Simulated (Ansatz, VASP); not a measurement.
# Two plane-wave programs on CrMo3

Contents of INCAR:

```
SYSTEM = CrMo3
PREC = Accurate
ENCUT = 600
EDIFF = 1E-6
ISMEAR = 0
SIGMA = 0.1
LREAL = .False.
LASPH = .True.
NELM = 150
ALGO = Normal
ISIF = 3
LWAVE = .False.
LCHARG = .False.
ISPIN = 2
MAGMOM = 0.19 0 0 0
LORBIT = 11
LMAXMIX = 4
GGA = PE
IBRION = 2
NSW = 90
EDIFFG = -0.04
```

Contents of KPOINTS:

```
Automatic mesh
0
Gamma
  4 4 4
  0 0 0
```

The input POSCAR:

```
CrMo3
1.0
    3.7945616562      0.0000000000      0.0000000000
    0.0000000000      3.7945616562      0.0000000000
    0.0000000000      0.0000000000      3.7945616562
Cr Mo
1 3
Direct
    0.0000000000      0.0000000000      0.0000000000
    0.0000000000      0.5000000000      0.5000000000
    0.5000000000      0.0000000000      0.5000000000
    0.5000000000      0.5000000000      0.0000000000
```

Input for Ansatz:

```yaml
crystal:
  lattice:
    - [3.7945616562, 0.0, 0.0]
    - [0.0, 3.7945616562, 0.0]
    - [0.0, 0.0, 3.7945616562]
  atoms:
    - { symbol: Cr, position: [0.0, 0.0, 0.0], spin: 0.19 }
    - { symbol: Mo, position: [0.0, 0.5, 0.5] }
    - { symbol: Mo, position: [0.5, 0.0, 0.5] }
    - { symbol: Mo, position: [0.5, 0.5, 0.0] }
basis:
  ecutwfc: 420
kpoints:
  mp_grid: { grid: [4, 4, 4] }
hamiltonian:
  xc: pbe
scf:
  occupations: { method: gaussian, width: 0.1 }
  lower_state_search: "off"
output:
  forces: true
  stress: true
  eigenvalues: true
  populations: true
magnetization:
  spin_polarized: true
relax:
  adjacent_minimum: "off"
  f_tol: 0.04
  max_steps: 70
  cell: { stress_tol: 0.4 }
```

Alike in both runs: task relaxation of cell and atoms; functional PBE; k mesh 4 × 4 × 4; occupations gaussian, width 0.1 eV; collinear spin.

|  | VASP | Ansatz |
| --- | --- | --- |
| version | VASP 6.6.1 | Ansatz 0.2.0 |
| potentials or method | VASP PAW PBE potentials, release 64 (Cr_pv, Mo_sv), cutoff 600 eV | scalar-relativistic, plane waves, PAW |
| valence electrons in the cell | 54 | 56 |

|  | VASP | Ansatz | Ansatz less VASP |
| --- | --- | --- | --- |
| gap on the k mesh at the Fermi level, each at its own relaxed structure (eV) | none | none | - |
| net moment per atom (μB) | 0.00 | 0.53 | +0.528 |
| size of the moment on the site where the two differ most (μB) | 0.00 | 1.90 | +1.896 |
| relaxed volume (Å³/atom) | 15.14 | 15.26 | +0.118 |
| relaxed length of the cell vector where the two differ most in proportion (Å) | 3.927 | 3.937 | +0.0102 |

The net moments are unlike, so the other rows may belong to different states. Site moments also hang on the region over which each program counts them. A gap of «none» marks a metal or a gap that the smearing closes. VASP's potentials hold 54 valence electrons a cell and Ansatz's 56, so a difference there can come from the potentials and not from the codes. Ansatz's warnings: spin hold released.

The k mesh is coarse, so the values compare programs but aren't converged.
